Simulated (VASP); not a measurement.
Set up this calculation in VASP 6.6.1, as the native input.

| Quantity | Value |
| --- | --- |
| Task | single point |
| Functional | r2SCAN |
| Potentials or basis | VASP PAW PBE potentials, release 64 (Hf_pv, B) |
| Cutoff | 520 eV |
| k mesh | 8 × 8 × 8 |
| Occupations | gaussian, width 0.05 eV |
| Spin | no spin polarisation |
| Dipole correction | no |
| Further INCAR settings | ALGO = Normal; EDIFF = 1e-06; NBANDS = 15 |

The system is HfB2.

```
Hf B
1.0
     3.10011    0.00000    0.00000
    -1.55006    2.68477    0.00000
     0.00000    0.00000    3.41770
Hf B
1 2
Direct
  0.00000 0.00000 0.00000
  0.33333 0.66667 0.50000
  0.66667 0.33333 0.50000
```

This cell differs from its parent crystal: volume scaled by 0.96.

The input as run:

POSCAR

```
HfB2
1.0
    3.1001102947      0.0000000000      0.0000000000
   -1.5500551473      2.6847742698      0.0000000000
    0.0000000000      0.0000000000      3.4176979162
Hf B
1 2
Direct
    0.0000000000      0.0000000000      0.0000000000
    0.3333333333      0.6666666667      0.5000000000
    0.6666666667      0.3333333333      0.5000000000
```

INCAR.step1

```
  ALGO = Normal
  EDIFF = 1E-4
  ENCUT = 520
  GGA = PE
  ISMEAR = 0
  LASPH = T
  LCHARG = F
  LREAL = F
  LWAVE = T
  NBANDS = 15
  NELM = 80
  PREC = Accurate
  SIGMA = 0.05
```

INCAR.step2

```
  ALGO = Normal
  EDIFF = 1E-6
  ENCUT = 520
  ISIF = 2
  ISMEAR = 0
  ISTART = 1
  LASPH = T
  LCHARG = F
  LMIXTAU = T
  LREAL = F
  LWAVE = F
  METAGGA = R2SCAN
  NBANDS = 15
  NELM = 80
  PREC = Accurate
  SIGMA = 0.05
```

KPOINTS

```
k-points
0
Gamma
  8 8 8
```

Potentials or basis: VASP PAW PBE potentials, release 64 (Hf_pv, B).

The run is started by

```console
$ cat potpaw_PBE.64/Hf_pv/POTCAR potpaw_PBE.64/B/POTCAR > POTCAR
$ cp INCAR.step1 INCAR
$ mpirun -np 1 vasp_std > vasp.out
$ cp INCAR.step2 INCAR
$ mpirun -np 1 vasp_std > vasp.out
```

It gave:

```
Pressure               : 10.9 GPa
Band gap on the k mesh : zero (band 8 reaches 8.64 eV, above the bottom of band 9 at 8.09 eV)
```

Caveat: the PAW data sets were made with another functional, which shifts forces and pressure a little; spin-orbit coupling is left out, which moves the levels of the heavy elements.

Run time: 63 s on 1 thread of Intel Xeon 6975P-C (shared host), peak memory 0.16 GiB.
